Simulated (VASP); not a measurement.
# Mg32HO32 (a cell with a defect) in VASP: notebook

Runs on Mg32HO32 (a cell with a defect). Level: PBEsol. Tasks: single point.

Everything below comes from runs of VASP 6.6.1. Logs are shortened: lines on timing, memory, paths and dates and some standing lists are left out, and cuts for length are marked.

## Step 1: The cell of the first run

The cell holds a defect, 65 atoms: a = 8.429 Å, b = 8.429 Å, c = 8.429 Å, α = 90.00°, β = 90.00°, γ = 90.00°.

## Step 2: Single point, PBEsol, collinear spin

Input file INCAR:

```
SYSTEM = Mg32HO32
PREC     = Accurate       ! precision mode
ENCUT    = 520            ! plane-wave cutoff, eV
EDIFF    = 1E-6           ! SCF threshold, eV
ISMEAR   = -1             ! smearing method
SIGMA    = 0.05           ! smearing width, eV
LREAL    = Auto         
LASPH    = .True.         ! aspherical terms in the spheres
NELM     = 200            ! most SCF steps
ALGO     = Normal         ! electronic algorithm
ISIF     = 2              ! what is computed and relaxed
LWAVE    = .False.        ! write WAVECAR
LCHARG   = .True.         ! write CHGCAR
ISPIN    = 2              ! spin polarisation
MAGMOM   = 0 0 0 0.111 0 0 0 0 0 0 0 0 0 0.111 0 0 0 0 0 0 0 0 0.111 0 0.111 0 0 0 0 0 0 0 0 0 0 0 0 0 0 0.111 0 0.111 0 0 0 0 0 0 0 0 0.111 0 0 0 0 0 0 0 0 0 0.111 0 0 0 0.111 ! initial moments
LORBIT   = 11             ! projections on sites
GGA      = PS             ! functional
LELF     = .True.         ! ELF
LVHAR    = .True.       
NBANDS   = 170            ! bands
ISYM     = -1           
GGA_COMPAT= .False.
```

Input file KPOINTS:

```
explicit points
1
Reciprocal
  0.25000000   0.25000000   0.25000000 1
```

Input file POSCAR:

```
Mg32HO32
1.0
    8.4288080000      0.0000000000      0.0000000000
    0.0000000000      8.4288080000      0.0000000000
    0.0000000000      0.0000000000      8.4288080000
O Mg H
32 32 1
Direct
    0.2499670000      0.9991490000      0.9991360000
    0.2499660000      0.0000510000      0.5002080000
    0.2499650000      0.5002260000      0.0000480000
    0.2426490000      0.5075440000      0.5075070000
    0.7500650000      0.0001640000      0.0001630000
    0.7510690000      0.9991750000      0.5001740000
    0.7510760000      0.5002090000      0.9991430000
    0.7501380000      0.5001820000      0.5001840000
    0.9991110000      0.2499920000      0.9991320000
    0.9999910000      0.2500110000      0.5002090000
    0.0001130000      0.7501060000      0.0001630000
    0.9990550000      0.7511020000      0.5001850000
    0.5001970000      0.2500040000      0.0000680000
    0.5075220000      0.2426450000      0.5074700000
    0.5001990000      0.7511010000      0.9991550000
    0.5002400000      0.7501920000      0.5001620000
    0.9991020000      0.9991640000      0.2500040000
    0.0001100000      0.0001700000      0.7500640000
    0.9999670000      0.5002110000      0.2500080000
    0.9990700000      0.5002130000      0.7510880000
    0.5002070000      0.0000330000      0.2499890000
    0.5002020000      0.9991270000      0.7510840000
    0.5075380000      0.5075370000      0.2426610000
    0.5002290000      0.5002070000      0.7501640000
    0.2426190000      0.2426810000      0.2426630000
    0.2500010000      0.2500300000      0.7501320000
    0.2499570000      0.7501480000      0.2500180000
    0.2499870000      0.7511040000      0.7510810000
    0.7501280000      0.2500040000      0.2499960000
    0.7510700000      0.2500330000      0.7511000000
    0.7511100000      0.7511160000      0.2500440000
    0.7500490000      0.7500680000      0.7500280000
    0.9999020000      0.9999480000      0.9999200000
    0.9994550000      0.9994610000      0.5001190000
    0.9994580000      0.5001460000      0.9994650000
    0.9986430000      0.5011620000      0.5011180000
    0.5001170000      0.9995070000      0.9994290000
    0.5010700000      0.9986140000      0.5011410000
    0.5010680000      0.5011010000      0.9985960000
    0.5029370000      0.5030500000      0.5030340000
    0.2491050000      0.2491480000      0.9986250000
    0.2471990000      0.2471960000      0.5029620000
    0.2500940000      0.7507500000      0.9994620000
    0.2490830000      0.7516130000      0.5010920000
    0.7507060000      0.2501340000      0.9994720000
    0.7515440000      0.2491320000      0.5010840000
    0.7502330000      0.7502760000      0.9999080000
    0.7507110000      0.7507740000      0.5001330000
    0.2491260000      0.9986430000      0.2491120000
    0.2500820000      0.9995190000      0.7507270000
    0.2471840000      0.5030060000      0.2471830000
    0.2490640000      0.5010940000      0.7515830000
    0.7506840000      0.9995020000      0.2500670000
    0.7502450000      0.9999530000      0.7502860000
    0.7515410000      0.5011140000      0.2490950000
    0.7507250000      0.5001490000      0.7507420000
    0.9986100000      0.2491450000      0.2491320000
    0.9994770000      0.2501190000      0.7507040000
    0.9995060000      0.7507460000      0.2500650000
    0.9999550000      0.7502930000      0.7502950000
    0.5029500000      0.2472150000      0.2472650000
    0.5010610000      0.2491130000      0.7515320000
    0.5010380000      0.7515890000      0.2490630000
    0.5000700000      0.7507500000      0.7507590000
    0.3750290000      0.3752830000      0.3751780000
```

Potentials or basis: VASP PAW PBE potentials, release 64 (O, Mg, H).

Started as:

```console
$ cat potpaw_PBE.64/O/POTCAR potpaw_PBE.64/Mg/POTCAR potpaw_PBE.64/H/POTCAR > POTCAR
$ mpirun -np 1 vasp_std > vasp.out
```

OUTCAR:

```text
SYSTEM = Mg32HO32
   PREC = Accurate
   ENCUT = 520
   EDIFF = 1E-6
   ISMEAR = -1
   LREAL = Auto
   LASPH = .True.
   NELM = 200
   ISIF = 2
   ISPIN = 2
   LORBIT = 11
   GGA = PS
   ISYM = -1

 ion  position               nearest neighbor table
   1  0.250  0.999  0.999-  43 2.09  50 2.09  49 2.11  41 2.11  33 2.11  37 2.11
   2  0.250  0.000  0.500-  42 2.08  44 2.09  34 2.11  50 2.11  49 2.12  38 2.12
   3  0.250  0.500  0.000-  51 2.08  52 2.09  35 2.11  43 2.11  41 2.12  39 2.12
   4  0.243  0.508  0.508-  36 2.06  44 2.06  52 2.06  40 2.19  51 2.19  42 2.20
   5  0.750  0.000  0.000-  33 2.11  54 2.11  47 2.11  53 2.11  37 2.11  45 2.11
   6  0.751  0.999  0.500-  34 2.09  48 2.09  46 2.11  38 2.11  53 2.11  54 2.11
[... 75 lines left out ...]
                            33 2.97  46 2.97  55 2.97  35 2.98  34 2.98  41 2.99  49 2.99  42 2.99
  58  0.999  0.250  0.751-  30 2.09   9 2.09  18 2.11  20 2.11  10 2.11  26 2.11  42 2.95  45 2.97
                            41 2.97  46 2.97  56 2.97  35 2.97  33 2.98  54 2.98  52 2.98  36 2.98
  59  1.000  0.751  0.250-  31 2.09  17 2.09  11 2.11  12 2.11  27 2.11  19 2.11  51 2.95  49 2.97
                            53 2.97  55 2.97  34 2.97  48 2.97  33 2.98  47 2.98  44 2.98  36 2.98
  60  1.000  0.750  0.750-  11 2.11  18 2.11  32 2.11  28 2.11  20 2.11  12 2.11  52 2.97  36 2.97
                            44 2.97  33 2.98  43 2.98  35 2.98  47 2.98  34 2.98  50 2.98  54 2.98
  61  0.503  0.247  0.247-  65 1.87  29 2.08  21 2.08  13 2.08  14 2.19  23 2.19  25 2.19  53 2.95
                            37 2.95  45 2.95  49 2.99  46 2.99  38 3.00  41 3.00  55 3.00  39 3.00
  62  0.501  0.249  0.752-  14 2.06  13 2.09  22 2.11  30 2.11  26 2.12  24 2.12  37 2.97  45 2.97
                            54 2.97  41 2.97  39 2.97  50 2.98  56 2.98  38 2.99  46 2.99  42 2.99
  63  0.501  0.752  0.249-  23 2.06  21 2.09  15 2.11  31 2.11  27 2.12  16 2.12  37 2.97  53 2.97
                            47 2.97  49 2.97  38 2.97  43 2.98  48 2.98  39 2.99  55 2.99  51 2.99
  64  0.500  0.751  0.751-  22 2.09  15 2.09  32 2.11  28 2.11  24 2.11  16 2.11  40 2.95  37 2.96
                            38 2.97  39 2.97  43 2.97  50 2.97  47 2.98  54 2.98  44 2.98  52 2.98
  65  0.375  0.375  0.375-  40 1.87  51 1.87  42 1.87  61 1.87

IMPORTANT INFORMATION: All symmetrisations will be switched off!
NOSYMM: (Re-)initialisation of all symmetry stuff for point group C_1.

----------------------------------------------------------------------------------------

                                     Primitive cell

  volume of cell :     598.8230

  direct lattice vectors                    reciprocal lattice vectors
     8.428808000  0.000000000  0.000000000     0.118640738  0.000000000  0.000000000
     0.000000000  8.428808000  0.000000000     0.000000000  0.118640738  0.000000000
     0.000000000  0.000000000  8.428808000     0.000000000  0.000000000  0.118640738

  length of vectors
     8.428808000  8.428808000  8.428808000     0.118640738  0.118640738  0.118640738

  position of ions in fractional coordinates (direct lattice)
     0.249967000  0.999149000  0.999136000
     0.249966000  0.000051000  0.500208000
     0.249965000  0.500226000  0.000048000
     0.242649000  0.507544000  0.507507000
     0.750065000  0.000164000  0.000163000
     0.751069000  0.999175000  0.500174000
[... 57 lines left out ...]
     0.500070000  0.750750000  0.750759000
     0.375029000  0.375283000  0.375178000

  ion indices of the primitive-cell ions
   primitive index   ion index
                 1           1
                 2           2
                 3           3
                 4           4
                 5           5
                 6           6
[... 57 lines left out ...]
                64          64
                65          65

----------------------------------------------------------------------------------------

 KPOINTS: explicit points

Read explicit list of k-points.

 Found      1 k-points:

 Following reciprocal coordinates:
            Coordinates               Weight
  0.250000  0.250000  0.250000      1.000000
   k-points           NKPTS =      1   k-points in BZ     NKDIM =      1   number of bands    NBANDS=    170
[... 33 lines left out ...]
   EFERMI_NEDOS =   21; number of points for ismear=-14 and -15
   IALGO  =     38    algorithm
   IMIX   =      4    mixing-type and parameters
     AMIX     =   0.40;   BMIX     =  1.00
     AMIX_MAG =   1.60;   BMIX_MAG =  1.00
  volume/ion in A,a.u.               =       9.21        62.17
  Fermi-wavevector in a.u.,A,eV,Ry     =   1.234866  2.333558 20.747431  1.524893
  Thomas-Fermi vector in A             =   2.369538
   LORBIT       =     11    0 simple, 1 ext, 2 COOP (PROOUT), +10 PAW based schemes
   GGA     = PS    functional components
   LHFCALC =     F    Hartree Fock is set to
   AEXX    =    0.0000 exact exchange contribution
   IVDW    =     0    specifies the selected vdW correction
   LEPSILON=     F    determine dielectric tensor
   LRPA    =     F    only Hartree local field effects (RPA)
 spin polarized calculation
  energy-cutoff  :      520.00
  volume of cell :      598.82
 maximum number of plane-waves:     16125
 NGX is ok and might be reduce to    64
   NGX = 31   NGY = 31   NGZ = 31

 number of electron     256.9999909 magnetization       0.9999815

 Free energy of the ion-electron system (eV)
  ---------------------------------------------------
  ext. energy  EPLUGINS =         0.00000000
  ---------------------------------------------------
  free energy    TOTEN  =      -399.98109932 eV

  energy without entropy =     -399.98109436  energy(sigma->0) =     -399.98109684

 E-fermi :   6.0970     XC(G=0): -11.3250

 val. band max:        5.4712521698   @ k =   0.2500   0.2500   0.2500
 cond. band min:       6.7227551919   @ k =   0.2500   0.2500   0.2500
 fundamental gap:      1.2515030220
 Fermi energy:         6.0970032911

 spin component 1

 k-point     1 :       0.2500    0.2500    0.2500
  band No.  band energies     occupation
      1     -13.9890      1.00000
      2     -13.5993      1.00000
      3     -13.5950      1.00000
      4     -13.5947      1.00000
      5     -13.2858      1.00000
      6     -13.2801      1.00000
[... 132 lines left out ...]
    139      11.4650      0.00000
    140      11.6849      0.00000
 Fermi energy:         6.0970032911

 spin component 2

 k-point     1 :       0.2500    0.2500    0.2500
  band No.  band energies     occupation
      1     -13.9638      1.00000
      2     -13.5814      1.00000
      3     -13.5810      1.00000
      4     -13.5524      1.00000
      5     -13.2667      1.00000
      6     -13.2663      1.00000
[... 132 lines left out ...]
    139      11.4763      0.00000
    140      11.7062      0.00000
 [bands above 140 left out]

------------------------ aborting loop because EDIFF is reached ----------------------------------------

  FORCE on cell =-STRESS in cart. coord.  units (eV):
  Direction    XX          YY          ZZ          XY          YZ          ZX
  --------------------------------------------------------------------------------------
  -------------------------------------------------------------------------------------
  Total        3.7894514      3.7914251      3.7825464     -0.7041544     -0.7021834     -0.7008397
  in kB       10.1388441     10.1441247     10.1203694     -1.8839960     -1.8787226     -1.8751276
  external PRESSURE =      10.1344461 kB  Pullay stress =       0.0000000 kB

 VOLUME and BASIS-vectors are now :
 -----------------------------------------------------------------------------
  energy-cutoff  :      520.00
  volume of cell :      598.82
      direct lattice vectors                 reciprocal lattice vectors
     8.428808000  0.000000000  0.000000000     0.118640738  0.000000000  0.000000000
     0.000000000  8.428808000  0.000000000     0.000000000  0.118640738  0.000000000
     0.000000000  0.000000000  8.428808000     0.000000000  0.000000000  0.118640738

 POSITION                                       TOTAL-FORCE (eV/Angst)
 -----------------------------------------------------------------------------------
      2.10692      8.42164      8.42153        -0.001140     -0.005680     -0.007265
      2.10692      0.00043      4.21616        -0.001076     -0.004971      0.002457
      2.10691      4.21631      0.00040        -0.001866      0.001922     -0.006896
      2.04524      4.27799      4.27768         0.003341      0.000711      0.003172
      6.32215      0.00138      0.00137         0.001440     -0.004936     -0.008116
      6.33062      8.42185      4.21587         0.006995     -0.008398      0.008008
[... 57 lines left out ...]
      4.21499      6.32793      6.32800         0.004659     -0.004651     -0.007006
      3.16105      3.16319      3.16230         0.003519     -0.003677     -0.001842
 -----------------------------------------------------------------------------------
    total drift:                               -0.011559     -0.015495     -0.014257

  FREE ENERGIE OF THE ION-ELECTRON SYSTEM (eV)
  ---------------------------------------------------
  free  energy   TOTEN  =      -399.9810993245 eV

  energy  without entropy=     -399.9810943631  energy(sigma->0) =     -399.98109684

 total charge

# of ion       s       p       d       tot
------------------------------------------
    1        1.537   3.543   0.000   5.081
    2        1.537   3.541   0.000   5.078
    3        1.537   3.541   0.000   5.078
    4        1.547   3.515   0.000   5.063
    5        1.537   3.541   0.000   5.078
    6        1.538   3.543   0.000   5.081
[... 57 lines left out ...]
   64        0.151   0.182   0.080   0.413
   65        0.534   0.017   0.000   0.551
--------------------------------------------------
tot         54.580 119.078   2.576 176.234

 magnetization (x)

# of ion       s       p       d       tot
------------------------------------------
    1        0.000   0.004   0.000   0.004
    2       -0.000  -0.000   0.000  -0.000
    3       -0.000  -0.000   0.000  -0.000
    4        0.010   0.092   0.000   0.102
    5        0.000   0.000   0.000   0.000
    6        0.000   0.001   0.000   0.001
[... 57 lines left out ...]
   64        0.000   0.000   0.000   0.000
   65        0.268   0.001   0.000   0.269
--------------------------------------------------
tot          0.313   0.409   0.014   0.736
```

It took 8.7 min on 1 thread of Intel Xeon Platinum 8488C (Sapphire Rapids), shared host; peak memory 0.83 GiB.

Results:

* Free energy: -399.9811 eV
* Pressure: 1.0 GPa
* Largest force: 0.015 eV/Å
* Band gap on the k mesh: 1.25 eV
* Net moment: 1.00 μB per cell
* Site moments: O +0.00, -0.00, +0.10, +0.11 (each value once); Mg -0.00, +0.00 (each value once); H +0.27 μB
* Valence electrons inside the program's atomic spheres: O 5.08, 5.06 (each value once); Mg 0.41, 0.42 (each value once); H 0.55

Forces on the atoms (eV/Å):
```
O   -0.001 -0.006 -0.007
O   -0.001 -0.005  0.002
O   -0.002  0.002 -0.007
O    0.003  0.001  0.003
O    0.001 -0.005 -0.008
O    0.007 -0.008  0.008
O    0.008  0.006 -0.009
O    0.002  0.005  0.005
O   -0.002 -0.001 -0.007
O    0.003 -0.003  0.003
O    0.000  0.001 -0.008
O    0.002  0.008  0.008
O   -0.002 -0.003 -0.009
O   -0.008  0.006  0.002
O    0.000  0.008 -0.011
O   -0.007  0.001  0.007
O   -0.001 -0.006 -0.005
O    0.000 -0.005  0.005
O    0.005  0.002 -0.006
O    0.000  0.006  0.009
O   -0.004 -0.003 -0.004
O    0.000 -0.006  0.009
O   -0.009 -0.002  0.003
O   -0.006  0.003  0.003
O   -0.002 -0.006 -0.006
O   -0.004 -0.005  0.005
O   -0.001  0.005 -0.006
O   -0.002  0.009  0.010
O    0.003 -0.003 -0.005
O    0.008 -0.004  0.009
O    0.005  0.009 -0.009
O    0.002  0.005  0.008
Mg   0.000  0.002  0.004
Mg  -0.001  0.007 -0.002
Mg   0.000 -0.001  0.006
Mg  -0.006 -0.010 -0.010
Mg   0.001  0.005  0.009
Mg  -0.001  0.003 -0.012
Mg  -0.003 -0.008  0.006
Mg   0.009  0.000 -0.003
Mg   0.007  0.006  0.000
Mg  -0.002  0.002  0.002
Mg   0.000 -0.004  0.007
Mg   0.006 -0.003 -0.009
Mg  -0.005  0.001  0.007
Mg   0.001  0.006 -0.008
Mg   0.000 -0.002  0.006
Mg  -0.003 -0.006 -0.005
Mg   0.005 -0.001  0.008
Mg  -0.001  0.004 -0.005
Mg  -0.001  0.002  0.001
Mg   0.007 -0.007 -0.003
Mg  -0.003  0.004  0.005
Mg   0.000  0.002 -0.006
Mg   0.000 -0.007  0.010
Mg  -0.004 -0.002 -0.007
Mg  -0.006  0.007  0.008
Mg   0.001  0.001 -0.005
Mg  -0.003 -0.005  0.005
Mg  -0.005 -0.002 -0.005
Mg   0.005  0.003  0.000
Mg  -0.003  0.007  0.001
Mg   0.000 -0.002  0.011
Mg   0.005 -0.005 -0.007
H    0.004 -0.004 -0.002
```

Stress tensor (GPa, compression positive):
```
 1.01 -0.19 -0.19
-0.19  1.01 -0.19
-0.19 -0.19  1.01
```

Caveat: the PAW data sets were made with another functional, which shifts forces and pressure a little.

(Part 1 of 2 ends here.)
